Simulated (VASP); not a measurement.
# SnTe (F-43m) in VASP: a series of runs, part 2 of 2

VASP 6.6.1.

## 5. Single point, PBE

This run uses another cell than the first one, of 50.86 Å³/atom, 1.080 times its volume.

The input, INCAR:

```
SYSTEM = SnTe
PREC = Accurate
ENCUT = 500
EDIFF = 1E-6
ISMEAR = 0
SIGMA = 0.01
LREAL = .FALSE.
LASPH = .TRUE.
NELM = 120
ALGO = Normal
ISIF = 2
LWAVE = .FALSE.
LCHARG = .FALSE.
GGA = PE
NBANDS = 17
GGA_COMPAT = .FALSE.
```

The input, KPOINTS:

```
Automatic mesh
0
G
  6 6 6
  0 0 0
```

The input, POSCAR:

```
SnTe
1.0
    0.0000000000      3.7049836800      3.7049836800
    3.7049836800      0.0000000000      3.7049836800
    3.7049836800      3.7049836800      0.0000000000
Sn Te
1 1
Direct
    0.0000000000      0.0000000000      0.0000000000
    0.7500000000      0.7500000000      0.7500000000
```

Potentials or basis: VASP PAW PBE potentials, release 64 (Sn_d, Te).

The run is started by

```sh
cat potpaw_PBE.64/Sn_d/POTCAR potpaw_PBE.64/Te/POTCAR > POTCAR
mpirun -np 1 vasp_std > vasp.out
```

OUTCAR:

```text
SYSTEM = SnTe
   PREC = Accurate
   ENCUT = 500
   EDIFF = 1E-6
   ISMEAR = 0
   LREAL = .FALSE.
   LASPH = .TRUE.
   NELM = 120
   ISIF = 2
   GGA = PE

 ion  position               nearest neighbor table
   1  0.000  0.000  0.000-   2 3.21   2 3.21   2 3.21   2 3.21
   2  0.750  0.750  0.750-   1 3.21   1 3.21   1 3.21   1 3.21

  LATTYP: Found a face centered cubic cell.
 ALAT       =     7.4099673600

  Lattice vectors:

 A1 = (   0.0000000000,   3.7049836800,   3.7049836800)
 A2 = (   3.7049836800,   0.0000000000,   3.7049836800)
 A3 = (   3.7049836800,   3.7049836800,   0.0000000000)

Analysis of symmetry for initial positions (statically):
=====================================================================
 Subroutine PRICEL returns:
 Original cell was already a primitive cell.

 Routine SETGRP: Setting up the symmetry group for a
 face centered cubic supercell.

 Subroutine GETGRP returns: Found 24 space group operations
 (whereof 24 operations were pure point group operations)
 out of a pool of 48 trial point group operations.

The static configuration has the point symmetry T_d .

Analysis of symmetry for dynamics (positions and initial velocities):
=====================================================================
 Subroutine PRICEL returns:
 Original cell was already a primitive cell.

 Routine SETGRP: Setting up the symmetry group for a
 face centered cubic supercell.

 Subroutine GETGRP returns: Found 24 space group operations
 (whereof 24 operations were pure point group operations)
 out of a pool of 48 trial point group operations.

The dynamic configuration has the point symmetry T_d .

 Subroutine INISYM returns: Found 24 space group operations
 (whereof 24 operations are pure point group operations),
 and found     1 'primitive' translations

----------------------------------------------------------------------------------------

[... 100 lines left out ...]
   IALGO  =     38    algorithm
   IMIX   =      4    mixing-type and parameters
     AMIX     =   0.40;   BMIX     =  1.00
     AMIX_MAG =   1.60;   BMIX_MAG =  1.00
  volume/ion in A,a.u.               =      50.86       343.21
  Fermi-wavevector in a.u.,A,eV,Ry     =   0.951967  1.798957 12.330158  0.906241
  Thomas-Fermi vector in A             =   2.080486
   LORBIT       =      0    0 simple, 1 ext, 2 COOP (PROOUT), +10 PAW based schemes
   GGA     = PE    functional components
   LHFCALC =     F    Hartree Fock is set to
   AEXX    =    0.0000 exact exchange contribution
   IVDW    =     0    specifies the selected vdW correction
   LEPSILON=     F    determine dielectric tensor
   LRPA    =     F    only Hartree local field effects (RPA)
 non-spin polarized calculation
 Gauss-broadening in eV      SIGMA  =   0.01
  energy-cutoff  :      500.00
  volume of cell :      101.72
 maximum number of plane-waves:      2637
 NGX is ok and might be reduce to    40
   NGX = 19   NGY = 19   NGZ = 19

 number of electron      20.0000005 magnetization

 Free energy of the ion-electron system (eV)
  ---------------------------------------------------
  ext. energy  EPLUGINS =         0.00000000
  ---------------------------------------------------
  free energy    TOTEN  =        -7.02219073 eV

  energy without entropy =       -7.02219073  energy(sigma->0) =       -7.02219073

 E-fermi :   2.3978     XC(G=0):  -7.1406

 val. band max:        2.3319257480   @ k =  -0.3333   0.5000   0.1667
 cond. band min:       2.7761664525   @ k =   0.5000   0.5000   0.0000
 fundamental gap:      0.4442407044
 Fermi energy:         2.3977710866

 k-point     1 :       0.0000    0.0000    0.0000
  band No.  band energies     occupation
      1     -19.2810      2.00000
      2     -19.2810      2.00000
      3     -19.2810      2.00000
      4     -19.2763      2.00000
      5     -19.2763      2.00000
      6      -8.6110      2.00000
[... 297 lines left out ...]
      4     -19.2765      2.00000
      5     -19.2759      2.00000
      6      -7.9809      2.00000
[... 9 lines left out ...]
     16      10.3054      0.00000
     17      10.3684      0.00000

------------------------ aborting loop because EDIFF is reached ----------------------------------------

  FORCE on cell =-STRESS in cart. coord.  units (eV):
  Direction    XX          YY          ZZ          XY          YZ          ZX
  --------------------------------------------------------------------------------------
  -------------------------------------------------------------------------------------
  Total       -1.0570089     -1.0570089     -1.0570089      0.0000000      0.0000000      0.0000000
  in kB      -16.6494668    -16.6494668    -16.6494668      0.0000000      0.0000000      0.0000000
  external PRESSURE =     -16.6494668 kB  Pullay stress =       0.0000000 kB

 VOLUME and BASIS-vectors are now :
 -----------------------------------------------------------------------------
  energy-cutoff  :      500.00
  volume of cell :      101.72
      direct lattice vectors                 reciprocal lattice vectors
     0.000000000  3.704983680  3.704983680    -0.134953361  0.134953361  0.134953361
     3.704983680  0.000000000  3.704983680     0.134953361 -0.134953361  0.134953361
     3.704983680  3.704983680  0.000000000     0.134953361  0.134953361 -0.134953361

 POSITION                                       TOTAL-FORCE (eV/Angst)
 -----------------------------------------------------------------------------------
      0.00000      0.00000      0.00000         0.000000      0.000000      0.000000
      5.55748      5.55748      5.55748        -0.000000     -0.000000     -0.000000
 -----------------------------------------------------------------------------------
    total drift:                                0.000000      0.000000      0.000000

  FREE ENERGIE OF THE ION-ELECTRON SYSTEM (eV)
  ---------------------------------------------------
  free  energy   TOTEN  =        -7.0221907297 eV

  energy  without entropy=       -7.0221907297  energy(sigma->0) =       -7.02219073
```

OSZICAR:

```text
N       E                     dE             d eps       ncg     rms          rms(c)
DAV:   1     0.119597796357E+03    0.11960E+03   -0.90575E+03   544   0.112E+03
DAV:   2     0.483666925099E+01   -0.11476E+03   -0.11237E+03   552   0.271E+02
DAV:   3    -0.680655917869E+01   -0.11643E+02   -0.11581E+02   657   0.880E+01
DAV:   4    -0.719124531920E+01   -0.38469E+00   -0.38443E+00   635   0.168E+01
DAV:   5    -0.720896249111E+01   -0.17717E-01   -0.17717E-01   751   0.349E+00    0.361E+00
DAV:   6    -0.701799032089E+01    0.19097E+00   -0.54504E-01   683   0.323E+00    0.233E+00
DAV:   7    -0.701844479074E+01   -0.45447E-03   -0.91377E-02   564   0.115E+00    0.105E+00
DAV:   8    -0.702101144917E+01   -0.25667E-02   -0.10637E-02   596   0.742E-01    0.227E-01
DAV:   9    -0.702168758327E+01   -0.67613E-03   -0.30093E-03   563   0.301E-01    0.654E-02
DAV:  10    -0.702201435565E+01   -0.32677E-03   -0.51521E-04   586   0.104E-01    0.402E-02
DAV:  11    -0.702218205114E+01   -0.16770E-03   -0.22269E-04   555   0.661E-02    0.175E-02
DAV:  12    -0.702218720641E+01   -0.51553E-05   -0.88570E-06   646   0.247E-02    0.596E-03
DAV:  13    -0.702219047593E+01   -0.32695E-05   -0.51631E-06   555   0.108E-02    0.362E-03
DAV:  14    -0.702219072971E+01   -0.25377E-06   -0.37485E-07   471   0.504E-03
   1 F= -.70221907E+01 E0= -.70221907E+01  d E =-.464348E-22
```

stdout:

```text
POSCAR found type information on POSCAR SnTe
 POSCAR found :  2 types and       2 ions
 scaLAPACK will be used
 LDA part: xc-table for (Slater+PW92), standard interpolation
 POSCAR, INCAR and KPOINTS ok, starting setup
 FFT: planning ... GRIDC
 FFT: planning ... GRID_SOFT
 FFT: planning ... GRID
 WAVECAR not read
 entering main loop
```

Run time: 20 s. Hardware: 1 thread of Intel Xeon 6975P-C (Granite Rapids), shared host; peak memory 0.24 GiB.

Results:

```yaml
Free_energy: -7.0222 eV
Pressure: -1.7 GPa
Band_gap_on_the_k_mesh: 0.44 eV, indirect (least direct gap 0.87 eV)
```

Caveat: spin-orbit coupling is left out, which moves the levels of the heavy elements. A k mesh can miss the band edges.

## 6. Summary

| cell | gap on the mesh (eV) | pressure (GPa) |
| --- | --- | --- |
| a = 5.107 Å, angles 60.0°, 2 atoms | 0.28 | 0.0 |
| a = 5.152 Å, angles 60.0°, 2 atoms | 0.34 | -0.7 |
| a = 5.196 Å, angles 60.0°, 2 atoms | 0.39 | -1.2 |
| a = 5.240 Å, angles 60.0°, 2 atoms | 0.44 | -1.7 |

Alike in all rows: task single point; level PBE; potentials or basis VASP PAW PBE potentials, release 64 (Sn_d, Te); no spin polarisation; k mesh 6 × 6 × 6; cutoff (eV) 500; smearing gaussian 0.01 eV.

Caveats: spin-orbit coupling is left out, which moves the levels of the heavy elements.

Absolute energies hang on the potentials; compare differences alone.
